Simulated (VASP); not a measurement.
# Be (Im-3m) in VASP: notebook

Runs on Be. Level: PBEsol. Tasks: relaxation of cell and atoms.

All numbers are computed with VASP 6.6.1; they aren't measurements. Logs are shortened: lines on timing, memory, paths and dates and some standing lists are left out, and cuts for length are marked.

### 1 The cell of the first run

The structure is cubic, space group Im-3m (No. 229). Conventional cell: a = 2.113 Å, b = 2.113 Å, c = 2.113 Å, α = 90.00°, β = 90.00°, γ = 90.00°. Be (site symmetry m-3m) has 14 Be at 1.83 to 2.11 Å within 2.4 Å.

This isn't the form of Be at room conditions, which is hcp.

### 2 Relaxation of cell and atoms, PBEsol, target pressure 140 GPa, at which the enthalpy is minimised

File INCAR:

```
  ALGO = Normal
  EDIFF = 1E-6
  EDIFFG = -0.005
  ENCUT = 600
  GGA = PS
  IBRION = 2
  ISIF = 3
  ISMEAR = -1
  LASPH = True
  LCHARG = False
  LREAL = False
  LWAVE = False
  NELM = 60
  NSW = 60
  PREC = Accurate
  PSTRESS = 1400.0
  SIGMA = 0.05
```

File KPOINTS:

```
k-points
0
Gamma
  25 25 25
```

File POSCAR:

```
Be
1.0
   -1.0566546637      1.0566546637      1.0566546637
    1.0566546637     -1.0566546637      1.0566546637
    1.0566546637      1.0566546637     -1.0566546637
Be
1
Direct
    0.0000000000      0.0000000000      0.0000000000
```

Potentials or basis: VASP PAW PBE potentials, release 64 (Be).

The run is started by

```
> cat potpaw_PBE.64/Be/POTCAR > POTCAR
> mpirun -np 1 vasp_std > vasp.out
```

OUTCAR:

```text
EDIFF = 1E-6
   EDIFFG = -0.005
   ENCUT = 600
   GGA = PS
   IBRION = 2
   ISIF = 3
   ISMEAR = -1
   LASPH = True
   LREAL = False
   NELM = 60
   NSW = 60
   PREC = Accurate
   PSTRESS = 1400.0

 ion  position               nearest neighbor table
   1  0.000  0.000  0.000-

  LATTYP: Found a body centered cubic cell.
 ALAT       =     2.1133093274

  Lattice vectors:

 A1 = (  -1.0566546637,   1.0566546637,   1.0566546637)
 A2 = (   1.0566546637,  -1.0566546637,   1.0566546637)
 A3 = (   1.0566546637,   1.0566546637,  -1.0566546637)

Analysis of symmetry for initial positions (statically):
=====================================================================
 Subroutine PRICEL returns:
 Original cell was already a primitive cell.

 Routine SETGRP: Setting up the symmetry group for a
 body centered cubic supercell.

 Subroutine GETGRP returns: Found 48 space group operations
 (whereof 48 operations were pure point group operations)
 out of a pool of 48 trial point group operations.

The static configuration has the point symmetry O_h .

Analysis of symmetry for dynamics (positions and initial velocities):
=====================================================================
 Subroutine PRICEL returns:
 Original cell was already a primitive cell.

 Routine SETGRP: Setting up the symmetry group for a
 body centered cubic supercell.

 Subroutine GETGRP returns: Found 48 space group operations
 (whereof 48 operations were pure point group operations)
 out of a pool of 48 trial point group operations.

The dynamic configuration has the point symmetry O_h .

 Subroutine INISYM returns: Found 48 space group operations
 (whereof 48 operations are pure point group operations),
 and found     1 'primitive' translations

----------------------------------------------------------------------------------------

                                     Primitive cell

  volume of cell :       4.7191

  direct lattice vectors                    reciprocal lattice vectors
    -1.056654664  1.056654664  1.056654664     0.000000000  0.473191495  0.473191495
     1.056654664 -1.056654664  1.056654664     0.473191495  0.000000000  0.473191495
     1.056654664  1.056654664 -1.056654664     0.473191495  0.473191495  0.000000000

  length of vectors
     1.830179564  1.830179564  1.830179564     0.669193830  0.669193830  0.669193830

  position of ions in fractional coordinates (direct lattice)
     0.000000000  0.000000000  0.000000000

  ion indices of the primitive-cell ions
   primitive index   ion index
                 1           1

----------------------------------------------------------------------------------------

 KPOINTS: k-points

Automatic generation of k-mesh.
 Grid dimensions read from file:
 generate k-points for:   25   25   25

 Generating k-lattice:

  Cartesian coordinates                     Fractional coordinates (reciprocal lattice)
     0.000000000  0.018927660  0.018927660     0.040000000  0.000000000  0.000000000
     0.018927660  0.000000000  0.018927660     0.000000000  0.040000000  0.000000000
     0.018927660  0.018927660  0.000000000     0.000000000  0.000000000  0.040000000

  Length of vectors
     0.026767753  0.026767753  0.026767753

  Shift w.r.t. Gamma in fractional coordinates (k-lattice)
     0.000000000  0.000000000  0.000000000

 Subroutine IBZKPT returns following result:
 ===========================================

 Found    455 irreducible k-points:

 Following reciprocal coordinates:
            Coordinates               Weight
  0.000000  0.000000  0.000000      1.000000
  0.040000  0.000000  0.000000     12.000000
  0.080000  0.000000  0.000000     12.000000
  0.120000  0.000000  0.000000     12.000000
  0.160000  0.000000  0.000000     12.000000
  0.200000  0.000000  0.000000     12.000000
[... 16 lines left out ...]
  0.400000  0.040000  0.000000     48.000000
  0.440000  0.040000  0.000000     48.000000
 [... further k-points ...]
   k-points           NKPTS =    455   k-points in BZ     NKDIM =    455   number of bands    NBANDS=      5
   number of dos      NEDOS =    301   number of ions     NIONS =      1
   total plane-waves  NPLWV =   4096
   dimension x,y,z NGX =    16 NGY =   16 NGZ =   16
   dimension x,y,z NGXF=    32 NGYF=   32 NGZF=   32
   ions per type =               1
   NGX,Y,Z   is equivalent  to a cutoff of  14.53, 14.53, 14.53 a.u.
   NGXF,Y,Z  is equivalent  to a cutoff of  29.07, 29.07, 29.07 a.u.
 SYSTEM =  unknown system
   PREC   = accura    normal or accurate (medium, high low for compatibility)
   ISTART =      0    job   : 0-new  1-cont  2-samecut
   ICHARG =      2    charge: 1-file 2-atom 10-const
   ISPIN  =      1    spin polarized calculation?
   LNONCOLLINEAR =      F non collinear calculations
   LSORBIT =      F    spin-orbit coupling
   LASPH  =      T    aspherical Exc in radial PAW
   ENCUT  =  600.0 eV  44.10 Ry    6.64 a.u.   3.66  3.66  3.66*2*pi/ulx,y,z
   NELM   =     60;   NELMIN=  2; NELMDL= -5     # of ELM steps
   EDIFF  = 0.1E-05   stopping-criterion for ELM
   LREAL  =      F    real-space projection
   EDIFFG = -.5E-02   stopping-criterion for IOM
   NSW    =     60    number of steps for IOM
   IBRION =      2    ionic relax: 0-MD 1-quasi-New 2-CG
   NFREE  =      1    steps in history (QN), initial steepest desc. (CG)
   ISIF   =      3    stress and relaxation
   ISYM   =      2    0-nonsym 1-usesym 2-fastsym
   POTIM  = 0.5000    time-step for ionic-motion
   TEBEG  =    0.0;   TEEND  =   0.0 temperature during run
   PSTRESS= 1400.0 pullay stress
   NELECT =       2.0000    total number of electrons
   NUPDOWN=      -1.0000    fix difference up-down
   EMIN   =  10.00;   EMAX   =-10.00  energy-range for DOS
   EFERMI =   0.00;   METHOD = LEGACY
   ISMEAR =    -1;   SIGMA  =   0.05  broadening in eV -4-tet -1-fermi 0-gaus
   EFERMI_NEDOS =   21; number of points for ismear=-14 and -15
   IALGO  =     38    algorithm
   IMIX   =      4    mixing-type and parameters
     AMIX     =   0.40;   BMIX     =  1.00
     AMIX_MAG =   1.60;   BMIX_MAG =  1.00
  volume/ion in A,a.u.               =       4.72        31.85
  Fermi-wavevector in a.u.,A,eV,Ry     =   1.229698  2.323792 20.574143  1.512157
  Thomas-Fermi vector in A             =   2.364575
   LORBIT       =      0    0 simple, 1 ext, 2 COOP (PROOUT), +10 PAW based schemes
   GGA     = PS    functional components
   LHFCALC =     F    Hartree Fock is set to
   AEXX    =    0.0000 exact exchange contribution
   IVDW    =     0    specifies the selected vdW correction
   LEPSILON=     F    determine dielectric tensor
   LRPA    =     F    only Hartree local field effects (RPA)
 conjugate gradient relaxation of ions
 non-spin polarized calculation
  energy-cutoff  :      600.00
  volume of cell :        4.72
 maximum number of plane-waves:       164
   NGX =  7   NGY =  7   NGZ =  7

--------------------------------------- Ionic step        1  -------------------------------------------

 number of electron       2.0000000 magnetization

 Free energy of the ion-electron system (eV)
  ---------------------------------------------------
  ext. energy  EPLUGINS =         0.00000000
  ---------------------------------------------------
  free energy    TOTEN  =        -2.96418710 eV

  energy without entropy =       -2.96377278  energy(sigma->0) =       -2.96397994

------------------------ aborting loop because EDIFF is reached ----------------------------------------

  FORCE on cell =-STRESS in cart. coord.  units (eV):
  Direction    XX          YY          ZZ          XY          YZ          ZX
  --------------------------------------------------------------------------------------
  -------------------------------------------------------------------------------------
  Total        4.1805570      4.1805570      4.1805570     -0.0000000     -0.0000000     -0.0000000
  in kB     1419.3369885   1419.3369885   1419.3369885     -0.0000000     -0.0000000     -0.0000000
  external PRESSURE =      19.3369885 kB  Pullay stress =    1400.0000000 kB

 VOLUME and BASIS-vectors are now :
 -----------------------------------------------------------------------------
  energy-cutoff  :      600.00
  volume of cell :        4.72
      direct lattice vectors                 reciprocal lattice vectors
    -1.056654664  1.056654664  1.056654664     0.000000000  0.473191495  0.473191495
     1.056654664 -1.056654664  1.056654664     0.473191495  0.000000000  0.473191495
     1.056654664  1.056654664 -1.056654664     0.473191495  0.473191495  0.000000000
[... 44 lines left out ...]
  FREE ENERGIE OF THE ION-ELECTRON SYSTEM (eV)
  ---------------------------------------------------
  free  energy   TOTEN  =        -2.9982213159 eV

  energy  without entropy=       -2.9978026067  energy(sigma->0) =       -2.99801196

  enthalpy is  TOTEN    =         1.1594646677 eV   P V=        4.1576859836

--------------------------------------- Ionic step        3  -------------------------------------------

 number of electron       2.0000000 magnetization

 Free energy of the ion-electron system (eV)
  ---------------------------------------------------
  ext. energy  EPLUGINS =         0.00000000
  ---------------------------------------------------
  free energy    TOTEN  =        -2.97957430 eV

  energy without entropy =       -2.97915800  energy(sigma->0) =       -2.97936615

 E-fermi :  13.1110     XC(G=0): -12.4281

 val. band max:       12.9721881757   @ k =  -0.4800  -0.4800   0.3200
 cond. band min:      13.1590025825   @ k =   0.2800   0.2800   0.0800
 fundamental gap:      0.1868144068
 Fermi energy:        13.1110016751

 k-point     1 :       0.0000    0.0000    0.0000
  band No.  band energies     occupation
      1      -2.1046      2.00000
      2      42.2000      0.00000
      3      42.2000      0.00000
      4      42.2000      0.00000
      5      55.8418      0.00000

 k-point     2 :       0.0400    0.0000    0.0000
  band No.  band energies     occupation
      1      -2.0427      2.00000
      2      41.7631      0.00000
      3      41.8003      0.00000
      4      42.0786      0.00000
      5      54.5473      0.00000

 k-point     3 :       0.0800    0.0000    0.0000
  band No.  band energies     occupation
      1      -1.8565      2.00000
      2      40.3991      0.00000
      3      40.7760      0.00000
      4      41.7201      0.00000
      5      52.1635      0.00000
[... 153 lines left out ...]
 k-point    23 :       0.4000    0.0400    0.0000
  band No.  band energies     occupation
      1       4.4758      2.00000
      2      17.4641      0.00000
      3      31.5416      0.00000
      4      35.0695      0.00000
      5      42.6301      0.00000

 k-point    24 :       0.4400    0.0400    0.0000
  band No.  band energies     occupation
      1       5.2634      2.00000
      2      16.0812      0.00000
      3      31.2523      0.00000
      4      34.8104      0.00000
      5      42.3292      0.00000

 [... further k-points ...]

------------------------ aborting loop because EDIFF is reached ----------------------------------------

  FORCE on cell =-STRESS in cart. coord.  units (eV):
  Direction    XX          YY          ZZ          XY          YZ          ZX
  --------------------------------------------------------------------------------------
  -------------------------------------------------------------------------------------
  Total        4.1394606      4.1394606      4.1394606      0.0000000      0.0000000      0.0000000
  in kB     1400.1951569   1400.1951569   1400.1951569      0.0000000      0.0000000      0.0000000
  external PRESSURE =       0.1951569 kB  Pullay stress =    1400.0000000 kB

 VOLUME and BASIS-vectors are now :
 -----------------------------------------------------------------------------
  energy-cutoff  :      600.00
  volume of cell :        4.74
      direct lattice vectors                 reciprocal lattice vectors
    -1.057958402  1.057958402  1.057958402     0.000000000  0.472608374  0.472608374
     1.057958402 -1.057958402  1.057958402     0.472608374  0.000000000  0.472608374
     1.057958402  1.057958402 -1.057958402     0.472608374  0.472608374  0.000000000

 POSITION                                       TOTAL-FORCE (eV/Angst)
 -----------------------------------------------------------------------------------
      0.00000      0.00000      0.00000         0.000000      0.000000      0.000000
 -----------------------------------------------------------------------------------
    total drift:                                0.000000     -0.000000     -0.000000

  FREE ENERGIE OF THE ION-ELECTRON SYSTEM (eV)
  ---------------------------------------------------
  free  energy   TOTEN  =        -2.9795742952 eV

  energy  without entropy=       -2.9791580047  energy(sigma->0) =       -2.97936615

  enthalpy is  TOTEN    =         1.1593093826 eV   P V=        4.1388836777

 reached required accuracy - stopping structural energy minimisation
```

Run time: 10 s. Hardware: 1 thread of Intel Xeon 8259CL, shared host; peak memory 0.12 GiB.

What came out:

| Quantity | Value |
| --- | --- |
| Free energy | -2.9796 eV |
| Relaxed volume | 4.74 Å³/atom |
| Relaxed cell | a = 1.832 Å, b = 1.832 Å, c = 1.832 Å, α = 109.47°, β = 109.47°, γ = 109.47° |
| Space group after relaxing (to 0.1 Å) | Im-3m (No. 229) |
| Energy change on relaxing (the run minimises the enthalpy) | -15.4 meV/atom |
| Ionic steps | 3 |
| Pressure after relaxing | 140.0 GPa |
| Band gap on the k mesh | zero (bands 1 and 2 overlap by 7.35 eV) |

The path:
```csv
step,energy change (eV),largest force (eV/Å),pressure (GPa),volume (Å³)
1,0.0000,0.0000,141.93,4.72
2,-0.0340,0.0000,137.70,4.76
3,-0.0154,0.0000,140.02,4.74
```

Final structure:
```yaml
crystal:
  lattice:
    - [-1.05796, 1.05796, 1.05796]
    - [1.05796, -1.05796, 1.05796]
    - [1.05796, 1.05796, -1.05796]
  atoms:
    - { symbol: Be, position: [0.00000, 0.00000, 0.00000] }
```

Levels at points of the mesh, in eV from the Fermi level:
```tsv
k point	band 1	band 2	band 3	band 4
(0.00, 0.00, 0.00)	-15.22	29.09	29.09	29.09
```

Caveat: the cell is relaxed towards a set pressure, so the run minimises the enthalpy, not the energy; the PAW data sets were made with another functional, which shifts forces and pressure a little.

### 3 Relaxation of cell and atoms, PBEsol, target pressure 140 GPa, at which the enthalpy is minimised

File INCAR:

```
SYSTEM = Be
  PREC = Accurate
  ENCUT = 600
  EDIFF = 1E-6
  ISMEAR = -1
  SIGMA = 0.05
  LREAL = .False.
  LASPH = .True.
  NELM = 80
  ALGO = Normal
  ISIF = 3
  LWAVE = .False.
  LCHARG = .False.
  GGA = PS
  IBRION = 2
  NSW = 32
  EDIFFG = -0.005
  PSTRESS = 1400.0
```

File KPOINTS:

```
regular mesh
0
Gamma
  25 25 25
  0 0 0
```

File POSCAR:

```
Be
1.0
   -1.0569810652      1.0569810652      1.0569810652
    1.0569810652     -1.0569810652      1.0569810652
    1.0569810652      1.0569810652     -1.0569810652
Be
1
Direct
    0.0000000000      0.0000000000      0.0000000000
```

Potentials or basis: VASP PAW PBE potentials, release 64 (Be).

The run is started by

```
> cat potpaw_PBE.64/Be/POTCAR > POTCAR
> mpirun -np 1 vasp_std > vasp.out
```

It took 13 s on 1 thread of Intel Xeon 8259CL, shared host; peak memory 0.12 GiB.

It converged, with:

- Free energy: -2.9798 eV
- Relaxed volume: 4.74 Å³/atom
- Relaxed cell: a = 1.832 Å, b = 1.832 Å, c = 1.832 Å, α = 109.47°, β = 109.47°, γ = 109.47°
- Space group after relaxing (to 0.1 Å): Im-3m (No. 229)
- Energy change on relaxing (the run minimises the enthalpy): -11.7 meV/atom
- Ionic steps: 3
- Pressure after relaxing: 140.0 GPa
- Band gap on the k mesh: zero (bands 1 and 2 overlap by 7.35 eV)

The path:
```csv
step,energy change (eV),largest force (eV/Å),pressure (GPa),volume (Å³)
1,0.0000,0.0000,141.45,4.72
2,-0.0256,0.0000,138.27,4.75
3,-0.0117,0.0000,140.01,4.74
```

Final structure:
```
CELL_PARAMETERS angstrom
-1.05797 1.05797 1.05797
1.05797 -1.05797 1.05797
1.05797 1.05797 -1.05797
ATOMIC_POSITIONS crystal
Be 0.00000 0.00000 0.00000
```

Levels at points of the mesh, in eV from the Fermi level:
| k point | band 1 | band 2 | band 3 | band 4 | band 5 |
| --- | --- | --- | --- | --- | --- |
| (0.00, 0.00, 0.00) | -15.22 | 29.09 | 29.09 | 29.09 | 42.73 |

Caveat: the cell is relaxed towards a set pressure, so the run minimises the enthalpy, not the energy; the PAW data sets were made with another functional, which shifts forces and pressure a little.
